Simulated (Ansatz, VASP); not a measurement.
One calculation of In, two programs

```
In
1.0
     3.10479    0.00000    0.00000
     0.00000    3.10479    0.00000
     0.00000    0.00000    3.18115
In
1
Direct
  0.00000 0.00000 0.00000
```

Alike in both runs: task single point; functional PBE; k mesh 6 × 6 × 6; occupations gaussian, width 0.1 eV; no spin polarisation.

```csv
,VASP,Ansatz
version,VASP 6.6.1,Ansatz 0.2.0
potentials or method,"VASP PAW PBE potentials, release 64 (In_d), cutoff 520 eV","scalar-relativistic, plane waves, PAW"
valence electrons in the cell,13,13
```

|  | VASP | Ansatz | Ansatz less VASP |
| --- | --- | --- | --- |
| gap on the k mesh at the Fermi level (eV) | none | none | - |
| pressure (GPa) | -0.1 | -0.1 | +0.03 |
| traceless stress, the component that is largest in VASP (GPa) | -0.58 | -0.57 | +0.009 |

A gap of «none» marks a metal or a gap that the smearing closes.
